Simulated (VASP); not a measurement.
A run of VASP 6.6.1:

The input INCAR:

```
PREC = Accurate
ENCUT = 520
EDIFF = 1E-6
ISMEAR = 0
SIGMA = 0.1
LREAL = False
LASPH = True
NELM = 60
ALGO = Fast
ISIF = 2
LWAVE = False
LCHARG = False
GGA = PS
NBANDS = 13
```

The input KPOINTS:

```
regular mesh
0
Gamma
  14 14 14
```

POSCAR

```
Pb
1.0
    0.0000000000      2.4671103040      2.4671103040
    2.4671103040      0.0000000000      2.4671103040
    2.4671103040      2.4671103040      0.0000000000
Pb
1
Direct
    0.0000000000      0.0000000000      0.0000000000
```

Potentials or basis: VASP PAW PBE potentials, release 64 (Pb_d).

Launch:

```sh
$ cat potpaw_PBE.64/Pb_d/POTCAR > POTCAR
$ mpirun -np 1 vasp_std > vasp.out
```

Hardware: 1 thread of Intel(R) Xeon(R) Platinum 8559C (Emerald Rapids) (shared host).

How long does it take, and how much memory?

It took 22 s on 1 thread of Intel(R) Xeon(R) Platinum 8559C (Emerald Rapids), with other jobs on the host, peak memory 0.17 GiB. Counts: scf iterations 13, k points 104.
